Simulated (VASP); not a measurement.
Set up this calculation in VASP 6.6.1, as the native input.

```
Task                   : relaxation of cell and atoms
Functional             : PBE
Potentials or basis    : VASP PAW PBE potentials, release 64 (Ba_sv, Mo_sv)
Cutoff                 : 600 eV
k mesh                 : 4 × 4 × 6
Occupations            : gaussian, width 0.1 eV
Spin                   : no spin polarisation
Dipole correction      : no
Further INCAR settings : ALGO = Fast; EDIFF = 1e-06; IBRION = 2; EDIFFG = -0.04; NSW = 90; ISIF = 3
```

The structure of BaMo lies in POSCAR:

```
BaMo
1.0
    2.7847768188     -6.3679797859      0.0000000000
    2.7847768188      6.3679797859      0.0000000000
    0.0000000000      0.0000000000      3.6179318358
Ba Mo
2 2
Direct
    0.8657739910      0.1342260090      0.2500000000
    0.1342260090      0.8657739910      0.7500000000
    0.5610427333      0.4389572667      0.2500000000
    0.4389572667      0.5610427333      0.7500000000
```

These files were run (other wordings do the same):

INCAR

```
  PREC = Accurate
  ENCUT = 600
  EDIFF = 1E-6
  ISMEAR = 0
  SIGMA = 0.1
  LREAL = False
  LASPH = True
  NELM = 100
  ALGO = Fast
  ISIF = 3
  LWAVE = False
  LCHARG = False
  GGA = PE
  IBRION = 2
  NSW = 90
  EDIFFG = -0.04
```

KPOINTS

```
regular mesh
0
Gamma
  4 4 6
```

Potentials or basis: VASP PAW PBE potentials, release 64 (Ba_sv, Mo_sv).

Launch:

```sh
$ cat potpaw_PBE.64/Ba_sv/POTCAR potpaw_PBE.64/Mo_sv/POTCAR > POTCAR
$ mpirun -np 1 vasp_std > vasp.out
```

Results of the run:

```yaml
Relaxed_volume: 32.89 Å³/atom
Relaxed_cell: a = 6.912 Å, b = 6.912 Å, c = 3.751 Å, α = 90.00°, β = 90.00°, γ = 132.77°
Space_group_after_relaxing_to_0.1_Å: Cmcm (No. 63)
Energy_gained_by_relaxing: 12.0 meV/atom
Ionic_steps: 6
Pressure_after_relaxing: 0.0 GPa
Largest_force_after_relaxing: 0.037 eV/Å
Band_gap_on_the_k_mesh: zero (bands 24 and 25 overlap by 0.62 eV)
```

Caveat: spin-orbit coupling is left out, which moves the levels of the heavy elements.

Wall time 23 min on 1 thread of Intel Xeon 8259CL, with other jobs on the host, peak memory 0.38 GiB.
